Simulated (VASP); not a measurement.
# ZrN (Fm-3m) in VASP: a series of runs, part 2 of 2

VASP 6.6.1. Earlier steps stand in the parts before.

### Step 3. Single point, r2SCAN

POSCAR reads:

```
ZrN
1.0
    0.0000000000      2.3000000000      2.3000000000
    2.3000000000      0.0000000000      2.3000000000
    2.3000000000      2.3000000000      0.0000000000
Zr N
1 1
Direct
    0.5000000000      0.5000000000      0.5000000000
    0.0000000000      0.0000000000      0.0000000000
```

INCAR.step1 reads:

```
SYSTEM = ZrN
  ALGO = Normal
  EDIFF = 1E-5
  ENCUT = 660
  GGA = PE
  GGA_COMPAT = .FALSE.
  ISMEAR = -1
  LASPH = .TRUE.
  LCHARG = .FALSE.
  LREAL = .FALSE.
  LWAVE = .TRUE.
  NBANDS = 16
  NELM = 120
  PREC = Accurate
  SIGMA = 0.1
```

INCAR.step2 reads:

```
SYSTEM = ZrN
  ALGO = Normal
  EDIFF = 1E-6
  ENCUT = 660
  GGA_COMPAT = .FALSE.
  ISIF = 2
  ISMEAR = -1
  ISTART = 1
  LASPH = .TRUE.
  LCHARG = .TRUE.
  LELF = .TRUE.
  LMIXTAU = .TRUE.
  LREAL = .FALSE.
  LVHAR = .TRUE.
  LWAVE = .FALSE.
  METAGGA = R2SCAN
  NBANDS = 16
  NELM = 120
  PREC = Accurate
  SIGMA = 0.1
```

KPOINTS reads:

```
k-points
0
G
  10 10 10
  0 0 0
```

Potentials or basis: VASP PAW PBE potentials, release 64 (Zr_sv, N).

Run with:

```bash
$ cat potpaw_PBE.64/Zr_sv/POTCAR potpaw_PBE.64/N/POTCAR > POTCAR
$ cp INCAR.step1 INCAR
$ mpirun -np 1 vasp_std > vasp.out
$ cp INCAR.step2 INCAR
$ mpirun -np 1 vasp_std > vasp.out
```

OUTCAR:

```text
SYSTEM = ZrN
   EDIFF = 1E-6
   ENCUT = 660
   ISIF = 2
   ISMEAR = -1
   ISTART = 1
   LASPH = .TRUE.
   LREAL = .FALSE.
   METAGGA = R2SCAN
   NELM = 120
   PREC = Accurate

 ion  position               nearest neighbor table
   1  0.500  0.500  0.500-   2 2.30   2 2.30   2 2.30   2 2.30   2 2.30   2 2.30
   2  0.000  0.000  0.000-   1 2.30   1 2.30   1 2.30   1 2.30   1 2.30   1 2.30

  LATTYP: Found a face centered cubic cell.
 ALAT       =     4.6000000000

  Lattice vectors:

 A1 = (   0.0000000000,   2.3000000000,   2.3000000000)
 A2 = (   2.3000000000,   0.0000000000,   2.3000000000)
 A3 = (   2.3000000000,   2.3000000000,   0.0000000000)

Analysis of symmetry for initial positions (statically):
=====================================================================
 Subroutine PRICEL returns:
 Original cell was already a primitive cell.

 Routine SETGRP: Setting up the symmetry group for a
 face centered cubic supercell.

 Subroutine GETGRP returns: Found 48 space group operations
 (whereof 48 operations were pure point group operations)
 out of a pool of 48 trial point group operations.

The static configuration has the point symmetry O_h .

Analysis of symmetry for dynamics (positions and initial velocities):
=====================================================================
 Subroutine PRICEL returns:
 Original cell was already a primitive cell.

 Routine SETGRP: Setting up the symmetry group for a
 face centered cubic supercell.

 Subroutine GETGRP returns: Found 48 space group operations
 (whereof 48 operations were pure point group operations)
 out of a pool of 48 trial point group operations.

The dynamic configuration has the point symmetry O_h .

 Subroutine INISYM returns: Found 48 space group operations
 (whereof 48 operations are pure point group operations),
 and found     1 'primitive' translations

----------------------------------------------------------------------------------------

                                     Primitive cell

  volume of cell :      24.3340

  direct lattice vectors                    reciprocal lattice vectors
     0.000000000  2.300000000  2.300000000    -0.217391304  0.217391304  0.217391304
     2.300000000  0.000000000  2.300000000     0.217391304 -0.217391304  0.217391304
     2.300000000  2.300000000  0.000000000     0.217391304  0.217391304 -0.217391304

  length of vectors
     3.252691193  3.252691193  3.252691193     0.376532784  0.376532784  0.376532784

  position of ions in fractional coordinates (direct lattice)
     0.500000000  0.500000000  0.500000000
     0.000000000  0.000000000  0.000000000

  ion indices of the primitive-cell ions
   primitive index   ion index
                 1           1
                 2           2

----------------------------------------------------------------------------------------

 KPOINTS: k-points

Automatic generation of k-mesh.
 Grid dimensions read from file:
 generate k-points for:   10   10   10

 Generating k-lattice:

  Cartesian coordinates                     Fractional coordinates (reciprocal lattice)
    -0.021739130  0.021739130  0.021739130     0.100000000  0.000000000  0.000000000
     0.021739130 -0.021739130  0.021739130     0.000000000  0.100000000  0.000000000
     0.021739130  0.021739130 -0.021739130     0.000000000  0.000000000  0.100000000

  Length of vectors
     0.037653278  0.037653278  0.037653278

  Shift w.r.t. Gamma in fractional coordinates (k-lattice)
     0.000000000  0.000000000  0.000000000

 Subroutine IBZKPT returns following result:
 ===========================================

 Found     47 irreducible k-points:

 Following reciprocal coordinates:
            Coordinates               Weight
  0.000000  0.000000  0.000000      1.000000
  0.100000  0.000000  0.000000      8.000000
  0.200000  0.000000  0.000000      8.000000
  0.300000  0.000000  0.000000      8.000000
  0.400000  0.000000  0.000000      8.000000
  0.500000  0.000000  0.000000      4.000000
[... 16 lines left out ...]
  0.300000  0.300000  0.000000      6.000000
  0.400000  0.300000  0.000000     24.000000
 [... further k-points ...]
   k-points           NKPTS =     47   k-points in BZ     NKDIM =     47   number of bands    NBANDS=     16
   number of dos      NEDOS =    301   number of ions     NIONS =      2
   total plane-waves  NPLWV =  21952
   dimension x,y,z NGX =    28 NGY =   28 NGZ =   28
   dimension x,y,z NGXF=    56 NGYF=   56 NGZF=   56
   ions per type =               1   1
   NGX,Y,Z   is equivalent  to a cutoff of  14.31, 14.31, 14.31 a.u.
   NGXF,Y,Z  is equivalent  to a cutoff of  28.62, 28.62, 28.62 a.u.
 SYSTEM =  ZrN
   PREC   = accura    normal or accurate (medium, high low for compatibility)
   ISTART =      1    job   : 0-new  1-cont  2-samecut
   ICHARG =      0    charge: 1-file 2-atom 10-const
   ISPIN  =      1    spin polarized calculation?
   LNONCOLLINEAR =      F non collinear calculations
   LSORBIT =      F    spin-orbit coupling
   LASPH  =      T    aspherical Exc in radial PAW
   ENCUT  =  660.0 eV  48.51 Ry    6.96 a.u.   6.81  6.81  6.81*2*pi/ulx,y,z
   NELM   =    120;   NELMIN=  2; NELMDL=  0     # of ELM steps
   EDIFF  = 0.1E-05   stopping-criterion for ELM
   LREAL  =      F    real-space projection
   EDIFFG = 0.1E-04   stopping-criterion for IOM
   NSW    =      0    number of steps for IOM
   IBRION =     -1    ionic relax: 0-MD 1-quasi-New 2-CG
   NFREE  =      0    steps in history (QN), initial steepest desc. (CG)
   ISIF   =      2    stress and relaxation
   ISYM   =      2    0-nonsym 1-usesym 2-fastsym
   POTIM  = 0.5000    time-step for ionic-motion
   TEBEG  =    0.0;   TEEND  =   0.0 temperature during run
   PSTRESS=    0.0 pullay stress
   NELECT =      17.0000    total number of electrons
   NUPDOWN=      -1.0000    fix difference up-down
   EMIN   =  10.00;   EMAX   =-10.00  energy-range for DOS
   EFERMI =   0.00;   METHOD = LEGACY
   ISMEAR =    -1;   SIGMA  =   0.10  broadening in eV -4-tet -1-fermi 0-gaus
   EFERMI_NEDOS =   21; number of points for ismear=-14 and -15
   IALGO  =     38    algorithm
   IMIX   =      4    mixing-type and parameters
     AMIX     =   0.40;   BMIX     =  1.00
     AMIX_MAG =   1.60;   BMIX_MAG =  1.00
  volume/ion in A,a.u.               =      12.17        82.11
  Fermi-wavevector in a.u.,A,eV,Ry     =   1.452624  2.745062 28.709889  2.110117
  Thomas-Fermi vector in A             =   2.569985
   LORBIT       =      0    0 simple, 1 ext, 2 COOP (PROOUT), +10 PAW based schemes
   METAGGA = R2SCAN    functional components
   LHFCALC =     F    Hartree Fock is set to
   AEXX    =    0.0000 exact exchange contribution
   IVDW    =     0    specifies the selected vdW correction
   LEPSILON=     F    determine dielectric tensor
   LRPA    =     F    only Hartree local field effects (RPA)
 non-spin polarized calculation
  energy-cutoff  :      660.00
  volume of cell :       24.33
 maximum number of plane-waves:       960
   NGX = 13   NGY = 13   NGZ = 13

 number of electron      17.0000000 magnetization

 Free energy of the ion-electron system (eV)
  ---------------------------------------------------
  ext. energy  EPLUGINS =         0.00000000
  ---------------------------------------------------
  free energy    TOTEN  =       -35.84281938 eV

  energy without entropy =      -35.81971141  energy(sigma->0) =      -35.83126539

 E-fermi :  12.0941     XC(G=0): -13.2439

 val. band max:       12.0715271080   @ k =  -0.1000   0.1000   0.0000
 cond. band min:      12.1042723599   @ k =  -0.4000   0.3000   0.0000
 fundamental gap:      0.0327452519
 Fermi energy:        12.0941410460

 k-point     1 :       0.0000    0.0000    0.0000
  band No.  band energies     occupation
      1     -39.4416      2.00000
      2     -16.3704      2.00000
      3     -16.3704      2.00000
      4     -16.3704      2.00000
      5      -5.3426      2.00000
      6       9.0377      2.00000
[... 8 lines left out ...]
     15      21.7113      0.00000
     16      34.9179      0.00000
[... 419 lines left out ...]
 k-point    24 :       0.4000    0.3000    0.0000
  band No.  band energies     occupation
      1     -39.2929      2.00000
      2     -17.1542      2.00000
      3     -16.6695      2.00000
      4     -16.6352      2.00000
      5      -4.4436      2.00000
      6       5.9710      2.00000
[... 8 lines left out ...]
     15      25.0577      0.00000
     16      27.6060      0.00000

 [... further k-points ...]

------------------------ aborting loop because EDIFF is reached ----------------------------------------

  FORCE on cell =-STRESS in cart. coord.  units (eV):
  Direction    XX          YY          ZZ          XY          YZ          ZX
  --------------------------------------------------------------------------------------
  -------------------------------------------------------------------------------------
  Total       -0.2949774     -0.2949774     -0.2949774      0.0000000      0.0000000      0.0000000
  in kB      -19.4216393    -19.4216393    -19.4216393      0.0000000      0.0000000      0.0000000
  external PRESSURE =     -19.4216393 kB  Pullay stress =       0.0000000 kB

 VOLUME and BASIS-vectors are now :
 -----------------------------------------------------------------------------
  energy-cutoff  :      660.00
  volume of cell :       24.33
      direct lattice vectors                 reciprocal lattice vectors
     0.000000000  2.300000000  2.300000000    -0.217391304  0.217391304  0.217391304
     2.300000000  0.000000000  2.300000000     0.217391304 -0.217391304  0.217391304
     2.300000000  2.300000000  0.000000000     0.217391304  0.217391304 -0.217391304

 POSITION                                       TOTAL-FORCE (eV/Angst)
 -----------------------------------------------------------------------------------
      2.30000      2.30000      2.30000        -0.000000      0.000000     -0.000000
      0.00000      0.00000      0.00000         0.000000      0.000000      0.000000
 -----------------------------------------------------------------------------------
    total drift:                                0.000000      0.000000      0.000000

  FREE ENERGIE OF THE ION-ELECTRON SYSTEM (eV)
  ---------------------------------------------------
  free  energy   TOTEN  =       -35.8428193845 eV

  energy  without entropy=      -35.8197114052  energy(sigma->0) =      -35.83126539
```

Wall time 43 s (1 thread of Intel Xeon 6975P-C (Granite Rapids), shared host); peak memory 0.18 GiB.

Results:

| Item | Value |
| --- | --- |
| Free energy | -35.8428 eV |
| Pressure | -1.9 GPa |

Caveat: the PAW data sets were made with another functional, which shifts forces and pressure a little.
